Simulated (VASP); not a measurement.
Wanted: the native input for a VASP 6.6.1 run.

* Task: single point
* Functional: r2SCAN
* Potentials or basis: VASP PAW PBE potentials, release 64 (Zn, Ag)
* Cutoff: 520 eV
* k mesh: 11 × 11 × 11
* Occupations: fermi-dirac, width 0.1 eV
* Spin: no spin polarisation
* Dipole correction: no
* Further INCAR settings: ALGO = Normal; EDIFF = 1e-07; NBANDS = 18

Crystal: ZnAg.

```
CELL_PARAMETERS angstrom
3.12338 0.00000 0.00000
0.00000 3.12338 0.00000
0.00000 0.00000 3.12338
ATOMIC_POSITIONS crystal
Zn 0.50000 0.50000 0.50000
Ag 0.00000 0.00000 0.00000
```

These files were run (other wordings do the same):

POSCAR

```
ZnAg
1.0
    3.1233790000      0.0000000000      0.0000000000
    0.0000000000      3.1233790000      0.0000000000
    0.0000000000      0.0000000000      3.1233790000
Zn Ag
1 1
Direct
    0.5000000000      0.5000000000      0.5000000000
    0.0000000000      0.0000000000      0.0000000000
```

INCAR.step1

```
ALGO = Normal ; EDIFF = 1E-4
ENCUT = 520 ; GGA = PE
ISMEAR = -1 ; LASPH = True
LCHARG = False ; LREAL = False
LWAVE = True ; NBANDS = 18
NELM = 60 ; PREC = Accurate
SIGMA = 0.1
```

INCAR.step2

```
ALGO = Normal ; EDIFF = 1E-7
ENCUT = 520 ; ISIF = 2
ISMEAR = -1 ; ISTART = 1
LASPH = True ; LCHARG = True
LELF = True ; LMIXTAU = True
LREAL = False ; LVHAR = True
LWAVE = False ; METAGGA = R2SCAN
NBANDS = 18 ; NELM = 60
PREC = Accurate ; SIGMA = 0.1
```

KPOINTS

```
k-points
0
Gamma
  11 11 11
```

Potentials or basis: VASP PAW PBE potentials, release 64 (Zn, Ag).

The run is started by

```bash
$ cat potpaw_PBE.64/Zn/POTCAR potpaw_PBE.64/Ag/POTCAR > POTCAR
$ cp INCAR.step1 INCAR
$ mpirun -np 1 vasp_std > vasp.out
$ cp INCAR.step2 INCAR
$ mpirun -np 1 vasp_std > vasp.out
```

Results of the run:

The pressure is 2.1 GPa.

Caveat: the PAW data sets were made with another functional, which shifts forces and pressure a little.

Run time: 73 s on 1 thread of Intel(R) Xeon(R) Platinum 8259CL CPU @ 2.50GHz (Skylake/Cascade Lake), with other jobs on the host, peak memory 0.17 GiB.
